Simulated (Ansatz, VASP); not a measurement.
# Ti: VASP beside Ansatz

```xyz
1
Lattice="0.0000 2.0808 1.9285 2.0808 0.0000 1.9285 2.0808 2.0808 0.0000" Properties=species:S:1:pos:R:3 pbc="T T T"
Ti    0.0000    0.0000    0.0000
```

Change from the starting cell: strain +0.025 along x and y, -0.050 along z, atoms carried along.

Alike in both runs: task single point; functional PBEsol; k mesh 20 × 20 × 20; occupations gaussian, width 0.15 eV; no spin polarisation.

|  | VASP | Ansatz |
| --- | --- | --- |
| version | VASP 6.6.1 | Ansatz 0.2.0 |
| potentials or method | VASP PAW PBE potentials, release 64 (Ti_sv), cutoff 520 eV | scalar-relativistic, plane waves, PAW |
| valence electrons in the cell | 12 | 12 |

```csv
,VASP,Ansatz,Ansatz less VASP
gap on the k mesh at the Fermi level (eV),none,none,-
pressure (GPa),-0.4,-0.1,+0.27
"traceless stress, the component that is largest in VASP (GPa)",1.60,1.59,-0.008
```

VASP's potentials were made for PBE, not for PBEsol. A gap of «none» marks a metal or a gap that the smearing closes. With one functional, cell and mesh, what is left measures potentials, basis and numerics.
